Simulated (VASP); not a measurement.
# AlP: single point with r2SCAN

AlP:

```
Al P
1.0
     0.00000    2.76665    2.76665
     2.76665    0.00000    2.76665
     2.76665    2.76665    0.00000
Al P
1 1
Direct
  0.00000 0.00000 0.00000
  0.25000 0.25000 0.25000
```

This cell differs from its parent crystal: strain +1.0%.

```
Program                : VASP 6.6.1
Task                   : single point
Functional             : r2SCAN
Potentials or basis    : VASP PAW PBE potentials, release 64 (Al, P)
Cutoff                 : 550 eV
k mesh                 : 8 × 8 × 8
Occupations            : gaussian, width 0.01 eV
Spin                   : no spin polarisation
Dipole correction      : no
Further INCAR settings : ALGO = Normal; EDIFF = 1e-06; NBANDS = 11
```

```
Pressure               : -2.8 GPa
Band gap on the k mesh : 1.98 eV, indirect (least direct gap 3.64 eV)
```

Levels at points of the mesh, in eV from the valence-band top:
| k point | band 1 | band 2 | band 3 | band 4 | band 5 | band 6 | band 7 | band 8 |
| --- | --- | --- | --- | --- | --- | --- | --- | --- |
| (0.00, 0.00, 0.00) | -11.76 | 0.00 | 0.00 | 0.00 | 3.64 | 4.91 | 4.91 | 4.91 |
| (0.50, 0.00, 0.00) | -10.11 | -5.49 | -0.77 | -0.77 | 3.17 | 5.21 | 5.21 | 8.82 |
| (0.50, 0.50, 0.00) | -9.46 | -5.30 | -2.10 | -2.10 | 1.98 | 2.85 | 11.63 | 11.63 |

It took 41 s on 1 thread of AMD EPYC 9R45 96-Core Processor (Zen 5) (shared host), peak memory 0.14 GiB.

Caveat: the cell differs from its parent crystal (strain +1.0%); the PAW data sets were made with another functional, which shifts forces and pressure a little. A k mesh can miss the band edges.
